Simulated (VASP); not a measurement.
# HfN (Fm-3m) in VASP: a series of runs

The runs below take HfN through single point, with PBEsol.

All numbers are computed with VASP 6.6.1; they aren't measurements. Logs are shortened: lines on timing, memory, paths and dates and some standing lists are left out, and cuts for length are marked.

## 1. The cell of the first run

Symmetry: Fm-3m, No. 225, cubic system. The conventional cell has a = 4.276 Å, b = 4.276 Å, c = 4.276 Å, α = 90.00°, β = 90.00°, γ = 90.00°. Within 2.8 Å of Hf (site symmetry m-3m) lie 6 N at 2.14 Å. Within 2.8 Å of N (site symmetry m-3m) lie 6 Hf at 2.14 Å.

## 2. Single point, PBEsol (strain -0.050 along x and y, -0.050 along z)

Input file INCAR:

```
SYSTEM = HfN
PREC = Accurate
ENCUT = 600
EDIFF = 1E-6
ISMEAR = 0
SIGMA = 0.15
LREAL = .False.
LASPH = .True.
NELM = 120
ALGO = Normal
ISIF = 2
LWAVE = .False.
LCHARG = .True.
GGA = PS
LELF = .True.
LVHAR = .True.
NBANDS = 14
GGA_COMPAT = .False.
```

Input file KPOINTS:

```
regular mesh
0
Gamma
  22 22 22
  0 0 0
```

Input file POSCAR:

```
HfN
1.0
    0.0000000000      2.1382369700      2.1382369700
    2.1382369700      0.0000000000      2.1382369700
    2.1382369700      2.1382369700      0.0000000000
Hf N
1 1
Direct
    0.0000000000      0.0000000000      0.0000000000
    0.5000000000      0.5000000000      0.5000000000
```

Potentials or basis: VASP PAW PBE potentials, release 64 (Hf_pv, N).

Run with:

```
$ cat potpaw_PBE.64/Hf_pv/POTCAR potpaw_PBE.64/N/POTCAR > POTCAR
$ mpirun -np 1 vasp_std > vasp.out
```

OUTCAR:

```text
SYSTEM = HfN
   PREC = Accurate
   ENCUT = 600
   EDIFF = 1E-6
   ISMEAR = 0
   LREAL = .False.
   LASPH = .True.
   NELM = 120
   ISIF = 2
   GGA = PS

 ion  position               nearest neighbor table
   1  0.000  0.000  0.000-   2 2.14   2 2.14   2 2.14   2 2.14   2 2.14   2 2.14
   2  0.500  0.500  0.500-   1 2.14   1 2.14   1 2.14   1 2.14   1 2.14   1 2.14

  LATTYP: Found a face centered cubic cell.
 ALAT       =     4.2764739400

  Lattice vectors:

 A1 = (   0.0000000000,   2.1382369700,   2.1382369700)
 A2 = (   2.1382369700,   0.0000000000,   2.1382369700)
 A3 = (   2.1382369700,   2.1382369700,   0.0000000000)

Analysis of symmetry for initial positions (statically):
=====================================================================
 Subroutine PRICEL returns:
 Original cell was already a primitive cell.

 Routine SETGRP: Setting up the symmetry group for a
 face centered cubic supercell.

 Subroutine GETGRP returns: Found 48 space group operations
 (whereof 48 operations were pure point group operations)
 out of a pool of 48 trial point group operations.

The static configuration has the point symmetry O_h .

Analysis of symmetry for dynamics (positions and initial velocities):
=====================================================================
 Subroutine PRICEL returns:
 Original cell was already a primitive cell.

 Routine SETGRP: Setting up the symmetry group for a
 face centered cubic supercell.

 Subroutine GETGRP returns: Found 48 space group operations
 (whereof 48 operations were pure point group operations)
 out of a pool of 48 trial point group operations.

The dynamic configuration has the point symmetry O_h .

 Subroutine INISYM returns: Found 48 space group operations
 (whereof 48 operations are pure point group operations),
 and found     1 'primitive' translations

----------------------------------------------------------------------------------------

                                     Primitive cell

  volume of cell :      19.5523

  direct lattice vectors                    reciprocal lattice vectors
     0.000000000  2.138236970  2.138236970    -0.233837506  0.233837506  0.233837506
     2.138236970  0.000000000  2.138236970     0.233837506 -0.233837506  0.233837506
     2.138236970  2.138236970  0.000000000     0.233837506  0.233837506 -0.233837506

  length of vectors
     3.023923723  3.023923723  3.023923723     0.405018441  0.405018441  0.405018441

  position of ions in fractional coordinates (direct lattice)
     0.000000000  0.000000000  0.000000000
     0.500000000  0.500000000  0.500000000

  ion indices of the primitive-cell ions
   primitive index   ion index
                 1           1
                 2           2

----------------------------------------------------------------------------------------

 KPOINTS: regular mesh

Automatic generation of k-mesh.
 Grid dimensions read from file:
 generate k-points for:   22   22   22

 Generating k-lattice:

  Cartesian coordinates                     Fractional coordinates (reciprocal lattice)
    -0.010628978  0.010628978  0.010628978     0.045454545  0.000000000  0.000000000
     0.010628978 -0.010628978  0.010628978     0.000000000  0.045454545  0.000000000
     0.010628978  0.010628978 -0.010628978     0.000000000  0.000000000  0.045454545

  Length of vectors
     0.018409929  0.018409929  0.018409929

  Shift w.r.t. Gamma in fractional coordinates (k-lattice)
     0.000000000  0.000000000  0.000000000

 Subroutine IBZKPT returns following result:
 ===========================================

 Found    328 irreducible k-points:

 Following reciprocal coordinates:
            Coordinates               Weight
  0.000000  0.000000  0.000000      1.000000
  0.045455  0.000000  0.000000      8.000000
  0.090909  0.000000  0.000000      8.000000
  0.136364  0.000000  0.000000      8.000000
  0.181818  0.000000  0.000000      8.000000
  0.227273  0.000000  0.000000      8.000000
[... 16 lines left out ...]
  0.500000  0.045455  0.000000     24.000000
 -0.454545  0.045455  0.000000     24.000000
 [... further k-points ...]
   k-points           NKPTS =    328   k-points in BZ     NKDIM =    328   number of bands    NBANDS=     14
   number of dos      NEDOS =    301   number of ions     NIONS =      2
   total plane-waves  NPLWV =  13824
   dimension x,y,z NGX =    24 NGY =   24 NGZ =   24
   dimension x,y,z NGXF=    48 NGYF=   48 NGZF=   48
   ions per type =               1   1
   NGX,Y,Z   is equivalent  to a cutoff of  13.19, 13.19, 13.19 a.u.
   NGXF,Y,Z  is equivalent  to a cutoff of  26.39, 26.39, 26.39 a.u.
 SYSTEM =  HfN
   PREC   = accura    normal or accurate (medium, high low for compatibility)
   ISTART =      0    job   : 0-new  1-cont  2-samecut
   ICHARG =      2    charge: 1-file 2-atom 10-const
   ISPIN  =      1    spin polarized calculation?
   LNONCOLLINEAR =      F non collinear calculations
   LSORBIT =      F    spin-orbit coupling
   LASPH  =      T    aspherical Exc in radial PAW
   ENCUT  =  600.0 eV  44.10 Ry    6.64 a.u.   6.04  6.04  6.04*2*pi/ulx,y,z
   NELM   =    120;   NELMIN=  2; NELMDL= -5     # of ELM steps
   EDIFF  = 0.1E-05   stopping-criterion for ELM
   LREAL  =      F    real-space projection
   EDIFFG = 0.1E-04   stopping-criterion for IOM
   NSW    =      0    number of steps for IOM
   IBRION =     -1    ionic relax: 0-MD 1-quasi-New 2-CG
   NFREE  =      0    steps in history (QN), initial steepest desc. (CG)
   ISIF   =      2    stress and relaxation
   ISYM   =      2    0-nonsym 1-usesym 2-fastsym
   POTIM  = 0.5000    time-step for ionic-motion
   TEBEG  =    0.0;   TEEND  =   0.0 temperature during run
   PSTRESS=    0.0 pullay stress
   NELECT =      15.0000    total number of electrons
   NUPDOWN=      -1.0000    fix difference up-down
   EMIN   =  10.00;   EMAX   =-10.00  energy-range for DOS
   EFERMI =   0.00;   METHOD = LEGACY
   ISMEAR =     0;   SIGMA  =   0.15  broadening in eV -4-tet -1-fermi 0-gaus
   EFERMI_NEDOS =   21; number of points for ismear=-14 and -15
   IALGO  =     38    algorithm
   IMIX   =      4    mixing-type and parameters
     AMIX     =   0.40;   BMIX     =  1.00
     AMIX_MAG =   1.60;   BMIX_MAG =  1.00
  volume/ion in A,a.u.               =       9.78        65.97
  Fermi-wavevector in a.u.,A,eV,Ry     =   1.498670  2.832076 30.558855  2.246013
  Thomas-Fermi vector in A             =   2.610399
   LORBIT       =      0    0 simple, 1 ext, 2 COOP (PROOUT), +10 PAW based schemes
   GGA     = PS    functional components
   LHFCALC =     F    Hartree Fock is set to
   AEXX    =    0.0000 exact exchange contribution
   IVDW    =     0    specifies the selected vdW correction
   LEPSILON=     F    determine dielectric tensor
   LRPA    =     F    only Hartree local field effects (RPA)
 non-spin polarized calculation
 Gauss-broadening in eV      SIGMA  =   0.15
  energy-cutoff  :      600.00
  volume of cell :       19.55
 maximum number of plane-waves:       666
   NGX = 13   NGY = 13   NGZ = 13

 number of electron      14.9999998 magnetization

 Free energy of the ion-electron system (eV)
  ---------------------------------------------------
  ext. energy  EPLUGINS =         0.00000000
  ---------------------------------------------------
  free energy    TOTEN  =       -22.50136423 eV

  energy without entropy =      -22.49577972  energy(sigma->0) =      -22.49857197

 E-fermi :   9.7203     XC(G=0): -13.7775

 val. band max:        9.7193583589   @ k =  -0.1818   0.3182   0.1364
 cond. band min:       9.7211434323   @ k =  -0.1364   0.0455   0.0000
 fundamental gap:      0.0017850734
 Fermi energy:         9.7202671558

 k-point     1 :       0.0000    0.0000    0.0000
  band No.  band energies     occupation
      1     -20.6640      2.00000
      2     -20.6640      2.00000
      3     -20.6640      2.00000
      4      -8.6742      2.00000
      5       6.5809      2.00000
      6       6.5809      2.00000
      7       6.5809      2.00000
      8       9.2300      2.00000
      9       9.2300      2.00000
     10       9.2300      2.00000
     11      12.0842      0.00000
     12      12.0842      0.00000
     13      13.2897      0.00000
     14      19.6739      0.00000

 k-point     2 :       0.0455    0.0000    0.0000
  band No.  band energies     occupation
      1     -20.7064      2.00000
      2     -20.6669      2.00000
      3     -20.6669      2.00000
      4      -8.6026      2.00000
      5       6.3321      2.00000
      6       6.4105      2.00000
      7       6.4105      2.00000
      8       9.3217      1.99983
      9       9.3217      1.99983
     10       9.3220      1.99983
     11      12.2970      0.00000
     12      12.2970      0.00000
     13      13.4381      0.00000
     14      19.8756      0.00000

 k-point     3 :       0.0909    0.0000    0.0000
  band No.  band energies     occupation
      1     -20.8279      2.00000
      2     -20.6754      2.00000
      3     -20.6754      2.00000
      4      -8.3942      2.00000
      5       5.7133      2.00000
      6       5.9825      2.00000
      7       5.9825      2.00000
      8       9.5151      1.94698
      9       9.5680      1.84884
     10       9.5680      1.84884
     11      12.8779      0.00000
     12      12.8779      0.00000
     13      13.8507      0.00000
     14      20.4582      0.00000
[... 324 lines left out ...]
 k-point    23 :       0.5000    0.0455    0.0000
  band No.  band energies     occupation
      1     -22.3949      2.00000
      2     -20.8266      2.00000
      3     -20.8130      2.00000
      4      -4.8576      2.00000
      5      -0.0691      2.00000
      6       2.7196      2.00000
      7       2.7238      2.00000
      8      13.5167      0.00000
      9      14.0130      0.00000
     10      14.3723      0.00000
     11      15.6499      0.00000
     12      20.6050      0.00000
     13      20.7526      0.00000
     14      22.7256      0.00000

 k-point    24 :      -0.4545    0.0455    0.0000
  band No.  band energies     occupation
      1     -22.3849      2.00000
      2     -20.8331      2.00000
      3     -20.8047      2.00000
      4      -4.8902      2.00000
      5      -0.0300      2.00000
      6       2.6992      2.00000
      7       2.7751      2.00000
      8      13.4224      0.00000
      9      14.0878      0.00000
     10      14.1465      0.00000
     11      15.7735      0.00000
     12      20.4138      0.00000
     13      20.7518      0.00000
     14      22.7273      0.00000

 [... further k-points ...]
[... 5 lines left out ...]
  --------------------------------------------------------------------------------------
  -------------------------------------------------------------------------------------
  Total        7.1403620      7.1403620      7.1403620      0.0000000      0.0000000     -0.0000000
  in kB      585.1043332    585.1043332    585.1043332      0.0000000      0.0000000     -0.0000000
  external PRESSURE =     585.1043332 kB  Pullay stress =       0.0000000 kB

 VOLUME and BASIS-vectors are now :
 -----------------------------------------------------------------------------
  energy-cutoff  :      600.00
  volume of cell :       19.55
      direct lattice vectors                 reciprocal lattice vectors
     0.000000000  2.138236970  2.138236970    -0.233837506  0.233837506  0.233837506
     2.138236970  0.000000000  2.138236970     0.233837506 -0.233837506  0.233837506
     2.138236970  2.138236970  0.000000000     0.233837506  0.233837506 -0.233837506

 POSITION                                       TOTAL-FORCE (eV/Angst)
 -----------------------------------------------------------------------------------
      0.00000      0.00000      0.00000         0.000000      0.000000     -0.000000
      2.13824      2.13824      2.13824        -0.000000     -0.000000      0.000000
 -----------------------------------------------------------------------------------
    total drift:                                0.000000     -0.000000     -0.000000

  FREE ENERGIE OF THE ION-ELECTRON SYSTEM (eV)
  ---------------------------------------------------
  free  energy   TOTEN  =       -22.5013642337 eV

  energy  without entropy=      -22.4957797163  energy(sigma->0) =      -22.49857197
```

Run time: 25 s. Hardware: 1 thread of Intel Xeon 6975P-C (Granite Rapids), shared host; peak memory 0.23 GiB.

What came out:

```
Free energy            : -22.5014 eV
Pressure               : 58.5 GPa
Band gap on the k mesh : zero (an odd number of electrons rules out a gap without spin polarisation)
```

Levels at points of the mesh, in eV from the Fermi level:
| k point | band 5 | band 6 | band 7 | band 8 | band 9 | band 10 | band 11 | band 12 |
| --- | --- | --- | --- | --- | --- | --- | --- | --- |
| (0.00, 0.00, 0.00) | -3.14 | -3.14 | -3.14 | -0.49 | -0.49 | -0.49 | 2.36 | 2.36 |
| (0.50, 0.00, 0.00) | -9.88 | -7.05 | -7.05 | 4.12 | 4.62 | 4.62 | 5.36 | 11.05 |
| (0.50, 0.50, 0.00) | -5.17 | -4.65 | -3.64 | -3.64 | 5.05 | 6.94 | 6.94 | 7.80 |

Caveat: the cell differs from its parent crystal (strain -0.050 along x and y, -0.050 along z); the cell stands under pressure; the PAW data sets were made with another functional, which shifts forces and pressure a little; spin-orbit coupling is left out, which moves the levels of the heavy elements.

(Part 1 of 2 ends here.)
